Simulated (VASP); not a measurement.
Set up this calculation in VASP 6.6.1, as the native input.

```
Task                   : single point
Functional             : PBE
Potentials or basis    : VASP PAW PBE potentials, release 64 (Hf_pv, In_d, Si, O)
Cutoff                 : 520 eV
k mesh                 : 5 × 5 × 4
Occupations            : fermi-dirac, width 0.05 eV
Spin                   : no spin polarisation
Dipole correction      : no
Further INCAR settings : ALGO = Normal; EDIFF = 1e-07; NBANDS = 63
```

The structure of HfIn4SiO6 lies in POSCAR:

```
HfIn4SiO6
1.0
    2.7160300000     -4.7033200000      0.0044800000
    2.7160300000      4.7033200000      0.0044800000
   -1.8630900000      0.0000000000      7.4041500000
Hf In Si O
1 4 1 6
Direct
    0.2048000000      0.7952000000      0.0000000000
    0.3713900000      0.6286100000      0.5000000000
    0.5381200000      0.4618800000      0.0000000000
    0.0350000000      0.9650000000      0.5000000000
    0.7090700000      0.2909300000      0.5000000000
    0.8714600000      0.1285400000      0.0000000000
    0.1074100000      0.0691800000      0.8666700000
    0.9308200000      0.8925900000      0.1333300000
    0.8397500000      0.3782000000      0.8666900000
    0.6218000000      0.1602500000      0.1333100000
    0.1981300000      0.4689100000      0.1333800000
    0.5310900000      0.8018700000      0.8666200000
```

These files were run (other wordings do the same):

INCAR

```
SYSTEM = HfIn4SiO6
ALGO = Normal ; EDIFF = 1E-7
ENCUT = 520 ; GGA = PE
ISIF = 2 ; ISMEAR = -1
LASPH = .True. ; LCHARG = .False.
LREAL = .False. ; LWAVE = .False.
NBANDS = 63 ; NELM = 80
PREC = Accurate ; SIGMA = 0.05
```

KPOINTS

```
k-points
0
Gamma
  5 5 4
  0 0 0
```

Potentials or basis: VASP PAW PBE potentials, release 64 (Hf_pv, In_d, Si, O).

Launch:

```sh
$ cat potpaw_PBE.64/Hf_pv/POTCAR potpaw_PBE.64/In_d/POTCAR potpaw_PBE.64/Si/POTCAR potpaw_PBE.64/O/POTCAR > POTCAR
$ mpirun -np 1 vasp_std > vasp.out
```

Results of the run:

The pressure is -0.6 GPa. The largest force is 0.145 eV/Å and the band gap on the k mesh is zero (bands 51 and 52 overlap by 0.83 eV).

Caveat: spin-orbit coupling is left out, which moves the levels of the heavy elements.

Wall time 7.9 min on 1 thread of Intel(R) Xeon(R) Platinum 8259CL CPU @ 2.50GHz (Skylake/Cascade Lake) (shared host), peak memory 0.51 GiB.
